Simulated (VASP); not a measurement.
Input of a VASP 6.6.1 run:

INCAR

```
SYSTEM = W
PREC = Accurate
ENCUT = 520
EDIFF = 1E-7
ISMEAR = 0
SIGMA = 0.15
LREAL = .FALSE.
LASPH = .TRUE.
NELM = 80
ALGO = Fast
ISIF = 2
LWAVE = .FALSE.
LCHARG = .TRUE.
GGA = CA
LELF = .TRUE.
LVHAR = .TRUE.
NBANDS = 13
```

File KPOINTS:

```
regular mesh
0
G
  22 22 22
  0 0 0
```

Contents of POSCAR:

```
W
1.0
   -0.7080347922      1.6667255372      1.6667255372
    1.6667255372     -0.7080347922      1.6667255372
    1.6667255372      1.6667255372     -0.7080347922
W
1
Direct
    0.0000000000      0.0000000000      0.0000000000
```

Potentials or basis: VASP PAW LDA potentials, release 64 (W_sv).

Launch:

```console
$ cat potpaw_LDA.64/W_sv/POTCAR > POTCAR
$ mpirun -np 1 vasp_std > vasp.out
```

(1) Predict the pressure.

(2) Predict the band gap on the k mesh.

Results:

(1) 55.6 GPa.

(2) zero (bands 7 and 8 overlap by 3.57 eV).

Caveat: the cell stands under pressure; spin-orbit coupling is left out, which moves the levels of the heavy elements.
